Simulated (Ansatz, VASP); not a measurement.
SnC4: VASP beside Ansatz

The input INCAR:

```
SYSTEM = SnC4
PREC = Accurate
ENCUT = 600
EDIFF = 1E-6
ISMEAR = 0
SIGMA = 0.2
LREAL = .FALSE.
LASPH = .TRUE.
NELM = 100
ALGO = Normal
ISIF = 3
LWAVE = .FALSE.
LCHARG = .FALSE.
GGA = PE
IBRION = 2
NSW = 36
EDIFFG = -0.08
```

KPOINTS

```
regular mesh
0
G
  4 4 2
  0 0 0
```

The input POSCAR:

```
SnC4
1.0
    4.9300000000      0.0000000000      0.0000000000
   -2.4650000000      4.2695052400      0.0000000000
    0.0000000000      0.0000000000      7.5000000000
Sn C
2 8
Direct
    0.3333333300      0.6666666700      0.5600000000
    0.6666666700      0.3333333300      0.4400000000
    0.3333333300      0.6666666700      0.0000000000
    0.1666670000      0.3333340000      0.0000000000
    0.6666660000      0.8333330000      0.0000000000
    0.1666670000      0.8333330000      0.0000000000
    0.6666666700      0.3333333300      0.0000000000
    0.8333330000      0.1666670000      0.0000000000
    0.8333330000      0.6666660000      0.0000000000
    0.3333340000      0.1666670000      0.0000000000
```

Input for Ansatz:

```yaml
crystal:
  lattice:
    - [4.93, 0.0, 0.0]
    - [-2.465, 4.26950524, 0.0]
    - [0.0, 0.0, 7.5]
  atoms:
    - { symbol: Sn, position: [0.33333333, 0.66666667, 0.56] }
    - { symbol: Sn, position: [0.66666667, 0.33333333, 0.44] }
    - { symbol: C, position: [0.33333333, 0.66666667, 0.0] }
    - { symbol: C, position: [0.166667, 0.333334, 0.0] }
    - { symbol: C, position: [0.666666, 0.833333, 0.0] }
    - { symbol: C, position: [0.166667, 0.833333, 0.0] }
    - { symbol: C, position: [0.66666667, 0.33333333, 0.0] }
    - { symbol: C, position: [0.833333, 0.166667, 0.0] }
    - { symbol: C, position: [0.833333, 0.666666, 0.0] }
    - { symbol: C, position: [0.333334, 0.166667, 0.0] }
basis:
  ecutwfc: 420
kpoints:
  mp_grid: { grid: [4, 4, 2] }
hamiltonian:
  xc: pbe
scf:
  occupations: { method: gaussian, width: 0.2 }
  lower_state_search: "off"
output:
  forces: true
  stress: true
  eigenvalues: true
relax:
  adjacent_minimum: "off"
  f_tol: 0.08
  max_steps: 16
  cell: { stress_tol: 0.8 }
```

Alike in both runs: task relaxation of cell and atoms; functional PBE; k mesh 4 × 4 × 2; occupations gaussian, width 0.2 eV; no spin polarisation.

|  | VASP | Ansatz |
| --- | --- | --- |
| version | VASP 6.6.1 | Ansatz 0.2.0 |
| potentials or method | VASP PAW PBE potentials, release 64 (Sn_d, C), cutoff 600 eV | scalar-relativistic, plane waves, PAW |
| valence electrons in the cell | 60 | 60 |

```tsv
	VASP	Ansatz	Ansatz less VASP
gap on the k mesh at the Fermi level, each at its own relaxed structure (eV)	none	none	-
relaxed volume (Å³/atom)	18.34	17.76	-0.583
relaxed length of the cell vector where the two differ most in proportion (Å)	8.751	8.472	-0.2793
```

A gap of «none» marks a metal or a gap that the smearing closes.

The k mesh is coarse, so the values compare programs but aren't converged. Noted on VASP's run: the volume moved by over 15 % at a fixed basis, so the end points are rough.
